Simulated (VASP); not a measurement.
Write the native input for VASP 6.6.1 that does the following.

| Quantity | Value |
| --- | --- |
| Task | single point |
| Functional | PBE |
| Dispersion | D3(BJ) |
| Potentials or basis | VASP PAW PBE potentials, release 64 (O, H, C) |
| Cutoff | 520 eV |
| k mesh | 1 × 1 × 1 |
| Occupations | fermi-dirac, width 0.05 eV |
| Spin | no spin polarisation |
| Dipole correction | no |
| Further INCAR settings | LREAL = Auto; ALGO = Normal; EDIFF = 1e-07; NBANDS = 72 |

The structure of H22CO12 lies in POSCAR:

```
H22CO12
1.0
    7.1334920000      0.0000000000      0.0000000000
    0.0000000000      7.1334920000      0.0000000000
    0.0000000000      0.0000000000      7.1334920000
O H C
12 22 1
Direct
    0.5315769612      0.6963069420      0.1636786023
    0.9569366588      0.8033232532      0.6910220128
    0.9603991986      0.2884702191      0.8264535798
    0.1799399228      0.4181121953      0.4989702098
    0.6781391218      0.3811457278      0.1544825452
    0.8121828692      0.5681228773      0.4398827391
    0.4589056804      0.7045076941      0.7332593911
   -0.0044298080      0.9601188310      1.0337854167
    0.2367984712     -0.1175160777      0.3130724756
    0.7765902029      0.1098340056      0.3682628368
    0.4939376115      0.0666153407      0.5513148399
    0.5824496614      0.2967831183      0.7480908369
    0.4148599312      0.7479506531      0.2288500499
    0.5145306114      0.7063020467      0.0226396833
    1.0737237807      0.8377944491      0.6336447843
    0.9010734154      0.7056992564      0.5989492944
    0.9622496247      0.3808513418      0.9206570919
    0.8380187431      0.2932364682      0.7620671615
    0.2138644019      0.5350535194      0.5655715321
    0.0950586333      0.3647442234      0.5885476566
    0.6027342569      0.5006804522      0.1745849018
    0.6066173481      0.3173620998      0.0542230930
    0.7416564005      0.6090285095      0.3271609473
    0.9402267501      0.5373244969      0.3862624364
    0.5198435773      0.8141734791      0.6834941428
    0.5343666188      0.5986689268      0.7073814620
    0.0085091565      1.0814619264      0.9700158071
   -0.0023971429      0.8753637069      0.9243579442
    0.2612745623      0.0018083710      0.3815522608
    0.1724400897     -0.0901802371      0.1954442509
    0.7529411963      0.2245043521      0.2883019985
    0.8053278815      0.0011074520      0.2839282640
    0.6276308994      0.0876148736      0.4554711774
    0.3154135450      0.1935657880      0.7371144455
    0.4646952713      0.1887154286      0.6835922715
```

One way to write it, as run:

INCAR

```
PREC = Accurate
ENCUT = 520
EDIFF = 1E-7
ISMEAR = -1
SIGMA = 0.05
LREAL = Auto
LASPH = T
NELM = 100
ALGO = Normal
ISIF = 2
LWAVE = F
LCHARG = F
GGA = PE
IVDW = 12
NBANDS = 72
```

KPOINTS

```
regular mesh
0
Gamma
  1 1 1
```

Potentials or basis: VASP PAW PBE potentials, release 64 (O, H, C).

Run with:

```sh
$ cat potpaw_PBE.64/O/POTCAR potpaw_PBE.64/H/POTCAR potpaw_PBE.64/C/POTCAR > POTCAR
$ mpirun -np 1 vasp_gam > vasp.out
```

It gave:

The pressure is 0.0 GPa, the largest force is 2.095 eV/Å and the band gap on the k mesh is 4.89 eV. The dispersion energy per atom is -0.035 eV.

Caveat: the k points lie up to 0.88 Å⁻¹ apart.

It used 88 s of CPU time on 1 thread of AMD EPYC 7R13 Processor (Zen 3), with other jobs on the host.
